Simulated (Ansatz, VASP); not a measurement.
## SiC in VASP and in Ansatz

```
Si C
1.0
     0.00000    2.17843    2.17843
     2.17843    0.00000    2.17843
     2.17843    2.17843    0.00000
Si C
1 1
Direct
  0.00000 0.00000 0.00000
  0.25000 0.25000 0.25000
```

Alike in both runs: functional PBEsol; k mesh 10 × 10 × 10; occupations gaussian, width 0.02 eV; no spin polarisation.

Ansatz relaxed the structure, and its values are those at the end. VASP's run is a single point on that final structure, the one shown.

|  | VASP | Ansatz |
| --- | --- | --- |
| version | VASP 6.6.1 | Ansatz 0.2.0 |
| potentials or method | VASP PAW PBE potentials, release 64 (Si, C), cutoff 600 eV | scalar-relativistic, plane waves, PAW |
| valence electrons in the cell | 8 | 8 |

VASP gave:

- gap on the k mesh at the Fermi level (eV): 1.23
- least direct gap on the mesh (eV): 4.44
- pressure (GPa): 0.2

Task: Which values does Ansatz return?

Result: gap on the k mesh at the Fermi level (eV): 1.24; least direct gap on the mesh (eV): 4.45; pressure (GPa): 0.0.

VASP's potentials were made for PBE, not for PBEsol.
